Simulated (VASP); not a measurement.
Input of a VASP 6.6.1 run:

INCAR

```
ALGO     = Normal         # electronic algorithm
EDIFF    = 1E-7           # SCF threshold, eV
ENCUT    = 520            # plane-wave cutoff, eV
GGA      = PE             # functional
ISIF     = 2              # what is computed and relaxed
ISMEAR   = -1             # smearing method
ISPIN    = 2              # spin polarisation
LASPH    = T              # aspherical terms in the spheres
LCHARG   = F              # write CHGCAR
LMAXMIX  = 4              # l up to which the mixer works
LORBIT   = 11             # projections on sites
LREAL    = F              # projectors in reciprocal space
LWAVE    = F              # write WAVECAR
MAGMOM   = 1              # initial moments
NBANDS   = 15             # bands
NELM     = 150            # most SCF steps
PREC     = Accurate       # precision mode
SIGMA    = 0.05           # smearing width, eV
```

The input KPOINTS:

```
k-points
0
Gamma
  22 22 22
```

POSCAR

```
Pt
1.0
    0.0000000000      2.0364110354      2.0364110354
    2.0364110354      0.0000000000      2.0364110354
    2.0364110354      2.0364110354      0.0000000000
Pt
1
Direct
    0.0000000000      0.0000000000      0.0000000000
```

Potentials or basis: VASP PAW PBE potentials, release 64 (Pt).

The run is started by

```bash
$ cat potpaw_PBE.64/Pt/POTCAR > POTCAR
$ mpirun -np 1 vasp_std > vasp.out
```

(1) What does it give for the band gap on the k mesh?

(2) Predict the net moment.

(3) What does it give for the pressure?

Results:

(1) zero (filled and empty bands overlap).

(2) 0.00 μB per cell.

(3) -15.7 GPa.

Caveat: spin-orbit coupling is left out, which moves the levels of the heavy elements.
